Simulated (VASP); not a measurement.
# HfO2 (Fm-3m) in VASP: notebook

The runs below take HfO2 through electric field gradients, with LDA.

Program: VASP 6.6.1. These are calculated values, not measurements. Logs are shortened: lines on timing, memory, paths and dates and some standing lists are left out, and cuts for length are marked.

### Step 1. The cell of the first run

It takes space group Fm-3m (No. 225, cubic). The conventional cell has a = 5.149 Å, b = 5.149 Å, c = 5.149 Å, α = 90.00°, β = 90.00°, γ = 90.00°. Hf (site symmetry m-3m) has 8 O at 2.23 Å within 2.9 Å. Within 2.9 Å of O (site symmetry -43m) lie 4 Hf at 2.23 Å and 6 O at 2.57 Å.

### Step 2. Electric field gradients, LDA (volume scaled by 1.02)

File INCAR:

```
SYSTEM = HfO2
PREC = Accurate ; ENCUT = 520
EDIFF = 1E-8 ; ISMEAR = -1
SIGMA = 0.01 ; LREAL = .FALSE.
LASPH = .TRUE. ; NELM = 60
ALGO = Normal ; ISIF = 2
LWAVE = .FALSE. ; LCHARG = .FALSE.
LEFG = .TRUE. ; NBANDS = 18
```

File KPOINTS:

```
Automatic mesh
0
G
  9 9 9
  0 0 0
```

File POSCAR:

```
HfO2
1.0
    0.0000000000      2.5744375797      2.5744375797
    2.5744375797      0.0000000000      2.5744375797
    2.5744375797      2.5744375797      0.0000000000
Hf O
1 2
Direct
    0.0000000000      0.0000000000      0.0000000000
    0.2500000000      0.2500000000      0.2500000000
    0.7500000000      0.7500000000      0.7500000000
```

Potentials or basis: VASP PAW LDA potentials, release 64 (Hf_pv, O).

Run with:

```console
cat potpaw_LDA.64/Hf_pv/POTCAR potpaw_LDA.64/O/POTCAR > POTCAR
mpirun -np 1 vasp_std > vasp.out
```

OUTCAR:

```text
SYSTEM = HfO2
   PREC = Accurate
   ENCUT = 520
   EDIFF = 1E-8
   ISMEAR = -1
   LREAL = .FALSE.
   LASPH = .TRUE.
   NELM = 60
   ISIF = 2

 ion  position               nearest neighbor table
   1  0.000  0.000  0.000-   2 2.23   3 2.23   3 2.23   3 2.23   3 2.23   2 2.23   2 2.23   2 2.23

   2  0.250  0.250  0.250-   1 2.23   1 2.23   1 2.23   1 2.23
   3  0.750  0.750  0.750-   1 2.23   1 2.23   1 2.23   1 2.23

  LATTYP: Found a face centered cubic cell.
 ALAT       =     5.1488751594

  Lattice vectors:

 A1 = (   0.0000000000,   2.5744375797,   2.5744375797)
 A2 = (   2.5744375797,   0.0000000000,   2.5744375797)
 A3 = (   2.5744375797,   2.5744375797,   0.0000000000)

Analysis of symmetry for initial positions (statically):
=====================================================================
 Subroutine PRICEL returns:
 Original cell was already a primitive cell.

 Routine SETGRP: Setting up the symmetry group for a
 face centered cubic supercell.

 Subroutine GETGRP returns: Found 48 space group operations
 (whereof 48 operations were pure point group operations)
 out of a pool of 48 trial point group operations.

The static configuration has the point symmetry O_h .

Analysis of symmetry for dynamics (positions and initial velocities):
=====================================================================
 Subroutine PRICEL returns:
 Original cell was already a primitive cell.

 Routine SETGRP: Setting up the symmetry group for a
 face centered cubic supercell.

 Subroutine GETGRP returns: Found 48 space group operations
 (whereof 48 operations were pure point group operations)
 out of a pool of 48 trial point group operations.

The dynamic configuration has the point symmetry O_h .

 Subroutine INISYM returns: Found 48 space group operations
 (whereof 48 operations are pure point group operations),
 and found     1 'primitive' translations

----------------------------------------------------------------------------------------

                                     Primitive cell

  volume of cell :      34.1253

  direct lattice vectors                    reciprocal lattice vectors
     0.000000000  2.574437580  2.574437580    -0.194217177  0.194217177  0.194217177
     2.574437580  0.000000000  2.574437580     0.194217177 -0.194217177  0.194217177
     2.574437580  2.574437580  0.000000000     0.194217177  0.194217177 -0.194217177

  length of vectors
     3.640804541  3.640804541  3.640804541     0.336394019  0.336394019  0.336394019

  position of ions in fractional coordinates (direct lattice)
     0.000000000  0.000000000  0.000000000
     0.250000000  0.250000000  0.250000000
     0.750000000  0.750000000  0.750000000

  ion indices of the primitive-cell ions
   primitive index   ion index
                 1           1
                 2           2
                 3           3

----------------------------------------------------------------------------------------

 KPOINTS: Automatic mesh

Automatic generation of k-mesh.
 Grid dimensions read from file:
 generate k-points for:    9    9    9

 Generating k-lattice:

  Cartesian coordinates                     Fractional coordinates (reciprocal lattice)
    -0.021579686  0.021579686  0.021579686     0.111111111  0.000000000  0.000000000
     0.021579686 -0.021579686  0.021579686     0.000000000  0.111111111  0.000000000
     0.021579686  0.021579686 -0.021579686     0.000000000  0.000000000  0.111111111

  Length of vectors
     0.037377113  0.037377113  0.037377113

  Shift w.r.t. Gamma in fractional coordinates (k-lattice)
     0.000000000  0.000000000  0.000000000

 Subroutine IBZKPT returns following result:
 ===========================================

 Found     35 irreducible k-points:

 Following reciprocal coordinates:
            Coordinates               Weight
  0.000000  0.000000  0.000000      1.000000
  0.111111  0.000000  0.000000      8.000000
  0.222222  0.000000  0.000000      8.000000
  0.333333  0.000000  0.000000      8.000000
  0.444444  0.000000  0.000000      8.000000
  0.111111  0.111111  0.000000      6.000000
[... 16 lines left out ...]
 -0.333333  0.333333  0.000000     12.000000
  0.444444  0.444444  0.000000      6.000000
 [... further k-points ...]
   k-points           NKPTS =     35   k-points in BZ     NKDIM =     35   number of bands    NBANDS=     18
   number of dos      NEDOS =    301   number of ions     NIONS =      3
   total plane-waves  NPLWV =  21952
   dimension x,y,z NGX =    28 NGY =   28 NGZ =   28
   dimension x,y,z NGXF=    56 NGYF=   56 NGZF=   56
   ions per type =               1   2
   NGX,Y,Z   is equivalent  to a cutoff of  12.79, 12.79, 12.79 a.u.
   NGXF,Y,Z  is equivalent  to a cutoff of  25.57, 25.57, 25.57 a.u.
 SYSTEM =  HfO2
   PREC   = accura    normal or accurate (medium, high low for compatibility)
   ISTART =      0    job   : 0-new  1-cont  2-samecut
   ICHARG =      2    charge: 1-file 2-atom 10-const
   ISPIN  =      1    spin polarized calculation?
   LNONCOLLINEAR =      F non collinear calculations
   LSORBIT =      F    spin-orbit coupling
   LASPH  =      T    aspherical Exc in radial PAW
   ENCUT  =  520.0 eV  38.22 Ry    6.18 a.u.   6.77  6.77  6.77*2*pi/ulx,y,z
   NELM   =     60;   NELMIN=  2; NELMDL= -5     # of ELM steps
   EDIFF  = 0.1E-07   stopping-criterion for ELM
   LREAL  =      F    real-space projection
   EDIFFG = 0.1E-06   stopping-criterion for IOM
   NSW    =      0    number of steps for IOM
   IBRION =     -1    ionic relax: 0-MD 1-quasi-New 2-CG
   NFREE  =      0    steps in history (QN), initial steepest desc. (CG)
   ISIF   =      2    stress and relaxation
   ISYM   =      2    0-nonsym 1-usesym 2-fastsym
   POTIM  = 0.5000    time-step for ionic-motion
   TEBEG  =    0.0;   TEEND  =   0.0 temperature during run
   PSTRESS=    0.0 pullay stress
   NELECT =      22.0000    total number of electrons
   NUPDOWN=      -1.0000    fix difference up-down
   EMIN   =  10.00;   EMAX   =-10.00  energy-range for DOS
   EFERMI =   0.00;   METHOD = LEGACY
   ISMEAR =    -1;   SIGMA  =   0.01  broadening in eV -4-tet -1-fermi 0-gaus
   EFERMI_NEDOS =   21; number of points for ismear=-14 and -15
   IALGO  =     38    algorithm
   IMIX   =      4    mixing-type and parameters
     AMIX     =   0.40;   BMIX     =  1.00
     AMIX_MAG =   1.60;   BMIX_MAG =  1.00
  volume/ion in A,a.u.               =      11.38        76.76
  Fermi-wavevector in a.u.,A,eV,Ry     =   1.414241  2.672528 27.212700  2.000077
  Thomas-Fermi vector in A             =   2.535803
   LORBIT       =      0    0 simple, 1 ext, 2 COOP (PROOUT), +10 PAW based schemes
   GGA     = CA    functional components
   LHFCALC =     F    Hartree Fock is set to
   AEXX    =    0.0000 exact exchange contribution
   IVDW    =     0    specifies the selected vdW correction
   LEPSILON=     F    determine dielectric tensor
   LRPA    =     F    only Hartree local field effects (RPA)
 non-spin polarized calculation
  energy-cutoff  :      520.00
  volume of cell :       34.13
 maximum number of plane-waves:       941
   NGX = 13   NGY = 13   NGZ = 13

 number of electron      21.9999995 magnetization

 Free energy of the ion-electron system (eV)
  ---------------------------------------------------
  ext. energy  EPLUGINS =         0.00000000
  ---------------------------------------------------
  free energy    TOTEN  =       -32.82255610 eV

  energy without entropy =      -32.82255610  energy(sigma->0) =      -32.82255610

 E-fermi :   3.8694     XC(G=0): -12.0726

 val. band max:        3.6059325205   @ k =  -0.4444   0.4444   0.0000
 cond. band min:       7.1826825387   @ k =   0.4444   0.4444   0.0000
 fundamental gap:      3.5767500183
 Fermi energy:         3.8693518285

 k-point     1 :       0.0000    0.0000    0.0000
  band No.  band energies     occupation
      1     -26.0464      2.00000
      2     -26.0464      2.00000
      3     -26.0464      2.00000
      4     -14.5319      2.00000
      5     -11.6037      2.00000
      6      -1.4731      2.00000
[... 10 lines left out ...]
     17      13.4504      0.00000
     18      15.9820      0.00000

 k-point     2 :       0.1111    0.0000    0.0000
  band No.  band energies     occupation
      1     -26.0909      2.00000
      2     -26.0514      2.00000
      3     -26.0514      2.00000
      4     -14.3782      2.00000
      5     -11.7323      2.00000
      6      -1.3587      2.00000
[... 10 lines left out ...]
     17      13.2524      0.00000
     18      15.9770      0.00000

 k-point     3 :       0.2222    0.0000    0.0000
  band No.  band energies     occupation
      1     -26.2003      2.00000
      2     -26.0640      2.00000
      3     -26.0640      2.00000
      4     -13.9888      2.00000
      5     -12.0222      2.00000
      6      -1.0628      2.00000
[... 10 lines left out ...]
     17      12.8546      0.00000
     18      15.8095      0.00000

 k-point     4 :       0.3333    0.0000    0.0000
  band No.  band energies     occupation
      1     -26.3200      2.00000
      2     -26.0783      2.00000
      3     -26.0783      2.00000
      4     -13.5670      2.00000
      5     -12.2703      2.00000
      6      -0.7229      2.00000
[... 375 lines left out ...]
      4     -12.7938      2.00000
      5     -12.5972      2.00000
      6      -2.0015      2.00000
[... 10 lines left out ...]
     17      15.2909      0.00000
     18      15.9562      0.00000

 k-point    23 :      -0.3333    0.3333    0.0000
  band No.  band energies     occupation
      1     -26.3007      2.00000
      2     -26.2782      2.00000
      3     -26.1176      2.00000
      4     -12.8396      2.00000
      5     -12.5849      2.00000
      6      -1.6014      2.00000
[... 10 lines left out ...]
     17      15.0845      0.00000
     18      15.9243      0.00000

 k-point    24 :       0.4444    0.4444    0.0000
  band No.  band energies     occupation
      1     -26.4141      2.00000
      2     -26.1480      2.00000
      3     -26.1480      2.00000
      4     -12.7908      2.00000
      5     -12.5941      2.00000
      6      -2.4925      2.00000
[... 10 lines left out ...]
     17      15.0263      0.00000
     18      15.9721      0.00000

 [... further k-points ...]

------------------------ aborting loop because EDIFF is reached ----------------------------------------

  FORCE on cell =-STRESS in cart. coord.  units (eV):
  Direction    XX          YY          ZZ          XY          YZ          ZX
  --------------------------------------------------------------------------------------
  -------------------------------------------------------------------------------------
  Total       -4.9311188     -4.9311188     -4.9311188     -0.0000000     -0.0000000      0.0000000
  in kB     -231.5149057   -231.5149057   -231.5149057     -0.0000000     -0.0000000      0.0000000
  external PRESSURE =    -231.5149057 kB  Pullay stress =       0.0000000 kB

 VOLUME and BASIS-vectors are now :
 -----------------------------------------------------------------------------
  energy-cutoff  :      520.00
  volume of cell :       34.13
      direct lattice vectors                 reciprocal lattice vectors
     0.000000000  2.574437580  2.574437580    -0.194217177  0.194217177  0.194217177
     2.574437580  0.000000000  2.574437580     0.194217177 -0.194217177  0.194217177
     2.574437580  2.574437580  0.000000000     0.194217177  0.194217177 -0.194217177

 POSITION                                       TOTAL-FORCE (eV/Angst)
 -----------------------------------------------------------------------------------
      0.00000      0.00000      0.00000         0.000000     -0.000000      0.000000
      1.28722      1.28722      1.28722        -0.000000     -0.000000     -0.000000
      3.86166      3.86166      3.86166         0.000000      0.000000      0.000000
 -----------------------------------------------------------------------------------
    total drift:                                0.000000      0.000000      0.000000

  FREE ENERGIE OF THE ION-ELECTRON SYSTEM (eV)
  ---------------------------------------------------
  free  energy   TOTEN  =       -32.8225561024 eV

  energy  without entropy=      -32.8225561024  energy(sigma->0) =      -32.82255610

 Electric field gradients (V/A^2)
---------------------------------------------------------------------
 ion       V_xx      V_yy      V_zz      V_xy      V_xz      V_yz
---------------------------------------------------------------------
   1      -0.000     0.000     0.000    -0.000    -0.000    -0.000
   2       0.000    -0.000     0.000    -0.001    -0.001    -0.001
   3       0.000    -0.000     0.000    -0.001    -0.001    -0.001
---------------------------------------------------------------------

 Electric field gradients after diagonalization (V/A^2)
 (convention: |V_zz| > |V_xx| > |V_yy|)
----------------------------------------------------------------------
 ion       V_xx      V_yy      V_zz     asymmetry (V_yy - V_xx)/ V_zz
----------------------------------------------------------------------
   1       0.000     0.000    -0.000       0.000
   2       0.001     0.001    -0.001       0.000
   3       0.001     0.001    -0.001       0.000
----------------------------------------------------------------------

           NMR quadrupolar parameters

 Cq : quadrupolar parameter    Cq=e*Q*V_zz/h
 eta: asymmetry parameters     (V_yy - V_xx)/ V_zz
 Q  : nuclear electric quadrupole moment in mb (millibarn)
----------------------------------------------------------------------
 ion       Cq(MHz)       eta       Q (mb)
----------------------------------------------------------------------
   1      -0.000       0.000       1.000
   2      -0.000       0.000       1.000
   3      -0.000       0.000       1.000
----------------------------------------------------------------------
```

Wall time 15 s (1 thread of Intel Xeon 6975P-C, shared host); peak memory 0.15 GiB.

Results:

| Property | Result |
| --- | --- |
| Free energy | -32.8226 eV |
| Pressure | -23.2 GPa |
| Band gap on the k mesh | 3.58 eV, indirect (least direct gap 3.69 eV) |

Levels at points of the mesh, in eV from the valence-band top:
```
           k point  band 7  band 8  band 9  band 10  band 11  band 12  band 13  band 14  band 15  band 16
(0.00, 0.00, 0.00)   -5.08   -5.08   -0.54    -0.54    -0.54     3.62     3.62     5.37     9.84     9.84
```

Caveat: without QUAD_EFG the Cq values of the log hold for a quadrupole moment of 1 mb, not for the nuclei; spin-orbit coupling is left out, which moves the levels of the heavy elements. A k mesh can miss the band edges.

(Continued in part 2 of 2.)
